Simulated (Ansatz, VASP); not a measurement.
**Ge: VASP beside Ansatz**

```
CELL_PARAMETERS angstrom
3.05073 0.00000 0.00000
-1.52537 2.64201 0.00000
0.00000 0.00000 4.72669
ATOMIC_POSITIONS crystal
Ge 0.33333 0.66667 0.25000
Ge 0.66667 0.33333 0.75000
```

Alike in both runs: task single point; functional RPBE; k mesh 19 × 19 × 11; occupations fermi-dirac, width 0.1 eV; no spin polarisation.

|  | VASP | Ansatz |
| --- | --- | --- |
| version | VASP 6.6.1 | Ansatz 0.2.0 |
| potentials or method | VASP PAW PBE potentials, release 64 (Ge_d), cutoff 520 eV | plane waves (420 eV) with PAW, scalar-relativistic |
| valence electrons in the cell | 28 | 28 |

```csv
,VASP,Ansatz,Ansatz less VASP
pressure (GPa),2.8,2.8,-0.02
"traceless stress, the component that is largest in VASP (GPa)",1.88,1.88,-0.005
```

VASP's potentials were made for PBE, not for RPBE.
